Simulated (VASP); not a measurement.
Crystal: Ni.

```
Ni
1.0
     0.00000    1.67554    1.67554
     1.67554    0.00000    1.67554
     1.67554    1.67554    0.00000
Ni
1
Direct
  0.00000 0.00000 0.00000
```

This cell differs from its parent crystal: volume scaled by 0.86.

Base run:

```yaml
Program: VASP 6.6.1
Functional: LDA
Potentials_or_basis: VASP PAW LDA potentials, release 64 (Ni)
Cutoff: 520 eV
k_mesh: 16 × 16 × 16
Occupations: fermi-dirac, width 0.1 eV
Spin: collinear spin, ferromagnetic start
Starting_moments: "[1.5] μB"
```

Its results: pressure 19.0 GPa.

Task: The run is repeated on the same cell with these changes: spin from collinear spin, ferromagnetic start to no spin polarisation; further incar settings from ALGO = Normal; EDIFF = 1e-06; NBANDS = 15 to ALGO = Normal; EDIFF = 1e-07; NBANDS = 11. What comes out?

Result: Pressure 18.3 GPa.
